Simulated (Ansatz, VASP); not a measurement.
# Si2W: VASP beside Ansatz

The input INCAR:

```
SYSTEM = Si2W
PREC     = Accurate       ! precision mode
ENCUT    = 520            ! plane-wave cutoff, eV
EDIFF    = 1E-6           ! SCF threshold, eV
ISMEAR   = -1             ! smearing method
SIGMA    = 0.05           ! smearing width, eV
LREAL    = .False.        ! projectors in reciprocal space
LASPH    = .True.         ! aspherical terms in the spheres
NELM     = 100            ! most SCF steps
ALGO     = Normal         ! electronic algorithm
ISIF     = 2              ! what is computed and relaxed
LWAVE    = .False.        ! write WAVECAR
LCHARG   = .False.        ! write CHGCAR
NBANDS   = 43             ! bands
```

File KPOINTS:

```
Automatic mesh
0
Gamma
  7 7 4
  0 0 0
```

File POSCAR:

```
Si2W
1.0
    4.6168523821      0.0000000000      0.0000000000
   -2.3084261911      3.9983114484      0.0000000000
    0.0000000000      0.0000000000      6.6532220000
W Si
3 6
Direct
    0.5000000000      0.0000000000      0.5000000000
    0.5000000000      0.5000000000      0.8333333333
    0.0000000000      0.5000000000      0.1666666667
    0.3272520000      0.1636260000      0.1666666667
    0.8363740000      0.1636260000      0.8333333333
    0.1636260000      0.3272520000      0.5000000000
    0.6727480000      0.8363740000      0.1666666667
    0.1636260000      0.8363740000      0.8333333333
    0.8363740000      0.6727480000      0.5000000000
```

File input.yaml:

```yaml
crystal:
  lattice:
    - [4.6168523821, 0.0, 0.0]
    - [-2.3084261911, 3.9983114484, 0.0]
    - [0.0, 0.0, 6.653222]
  atoms:
    - { symbol: W, position: [0.5, 0.0, 0.5] }
    - { symbol: W, position: [0.5, 0.5, 0.8333333333] }
    - { symbol: W, position: [0.0, 0.5, 0.1666666667] }
    - { symbol: Si, position: [0.327252, 0.163626, 0.1666666667] }
    - { symbol: Si, position: [0.836374, 0.163626, 0.8333333333] }
    - { symbol: Si, position: [0.163626, 0.327252, 0.5] }
    - { symbol: Si, position: [0.672748, 0.836374, 0.1666666667] }
    - { symbol: Si, position: [0.163626, 0.836374, 0.8333333333] }
    - { symbol: Si, position: [0.836374, 0.672748, 0.5] }
hamiltonian:
  xc: lda
  pseudopotentials: { kind: paw }
kpoints:
  mp_grid: { grid: [7, 7, 4] }
  band_path:
    path:
      - [[0.0, 0.0, 0.0], [0.5, 0.0, 0.0], [0.3333333333, 0.3333333333, 0.0], [0.0, 0.0, 0.0], [0.0, 0.0, 0.5], [0.5, 0.0, 0.5], [0.3333333333, 0.3333333333, 0.5], [0.0, 0.0, 0.5]]
      - [[0.5, 0.0, 0.5], [0.5, 0.0, 0.0]]
      - [[0.3333333333, 0.3333333333, 0.0], [0.3333333333, 0.3333333333, 0.5]]
    npoints: 10
scf:
  occupations: { method: fermi_dirac, width: 0.05 }
  n_extra_bands: 22
output:
  forces: true
  stress: true
  eigenvalues: true
  fatbands: true
```

Alike in both runs: functional LDA; k mesh 7 × 7 × 4; occupations fermi-dirac, width 0.05 eV; no spin polarisation.

|  | VASP | Ansatz |
| --- | --- | --- |
| version | VASP 6.6.1 | Ansatz 0.2.0 |
| potentials or method | VASP PAW LDA potentials, release 64 (W_sv, Si) | Ansatz PAW |
| plane-wave cutoff (eV) | 520 | 420 |
| valence electrons in the cell | 66 | 66 |
| task | single point | band structure |

```csv
,VASP,Ansatz,Ansatz less VASP
pressure (GPa),-8.6,-9.2,-0.69
"traceless stress, the component that is largest in VASP (GPa)",-0.34,-0.35,-0.007
rms of the force components (eV/Å),0.023,0.026,+0.0030
```

LDA's correlation is that of Perdew and Zunger in VASP and of Perdew and Wang (1992) in Ansatz. Atom by atom the forces differ by 0.003 eV/Å (rms over components).

Neither program's run includes spin-orbit coupling.
